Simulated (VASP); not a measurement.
Runs of VASP 6.6.1 on Cu. The structure is that of space group Im-3m (No. 229), or close to it. The cells are those of the table. This isn't the form of Cu at room conditions, which is fcc.

| cell | gap on the mesh (eV) | pressure (GPa) |
| --- | --- | --- |
| a = 2.459 Å, angles 109.4, 109.4, 109.6°, 1 atom | none | 1.0 |
| a = 2.422 Å, angles 109.4, 109.4, 109.6°, 1 atom | none | 9.3 |
| a = 2.436 Å, angles 108.6, 108.6, 111.2°, 1 atom | none | (b) |
| a = 2.450 Å, angles 107.8, 107.8, 112.8°, 1 atom | none | (a) |
| a = 2.510 Å, angles 108.6, 108.6, 111.2°, 1 atom | none | -7.4 |
| a = 2.535 Å, angles 108.2, 108.2, 112.0°, 1 atom | none | -10.6 |

Alike in all rows: task single point; level r2SCAN; potentials or basis VASP PAW PBE potentials, release 64 (Cu); no spin polarisation; k mesh 24 × 24 × 24; cutoff (eV) 520; smearing gaussian 0.15 eV.

**Question.** Estimate the missing entries.

**Answer.** (a) 3.6; (b) 6.2.

Caveats: the PAW data sets were made with another functional, which shifts forces and pressure a little; the cell stands under pressure (at least some runs); the cell stands under tension (at least some runs).

A gap of «none» marks levels without a gap at the run's occupations.
